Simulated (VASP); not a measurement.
A run of VASP 6.6.1:

File INCAR:

```
SYSTEM = Rh
PREC     = Accurate       ! precision mode
ENCUT    = 520            ! plane-wave cutoff, eV
EDIFF    = 1E-6           ! SCF threshold, eV
ISMEAR   = 0              ! smearing method
SIGMA    = 0.15           ! smearing width, eV
LREAL    = .FALSE.        ! projectors in reciprocal space
LASPH    = .TRUE.         ! aspherical terms in the spheres
NELM     = 60             ! most SCF steps
ALGO     = Fast           ! electronic algorithm
ISIF     = 2              ! what is computed and relaxed
LWAVE    = .FALSE.        ! write WAVECAR
LCHARG   = .FALSE.        ! write CHGCAR
GGA      = PS             ! functional
NBANDS   = 22             ! bands
```

KPOINTS

```
regular mesh
0
G
  24 24 12
  0 0 0
```

The input POSCAR:

```
Rh
1.0
    2.5022877505      0.0000000000      0.0000000000
   -1.2511438752      2.1670447595      0.0000000000
    0.0000000000      0.0000000000      5.2749434135
Rh
2
Direct
    0.6666666667      0.3333333333      0.7500000000
    0.3333333333      0.6666666667      0.2500000000
```

Potentials or basis: VASP PAW PBE potentials, release 64 (Rh_pv).

The run is started by

```console
$ cat potpaw_PBE.64/Rh_pv/POTCAR > POTCAR
$ mpirun -np 1 vasp_std > vasp.out
```

Hardware: 1 thread of Intel(R) Xeon(R) 6975P-C (Granite Rapids) (shared host).

Task: Estimate the wall time of this run.

Result: Wall time 3.3 min on 1 thread of Intel(R) Xeon(R) 6975P-C (Granite Rapids) (shared host), peak memory 0.3 GiB. Counts: scf iterations 12, k points 427.
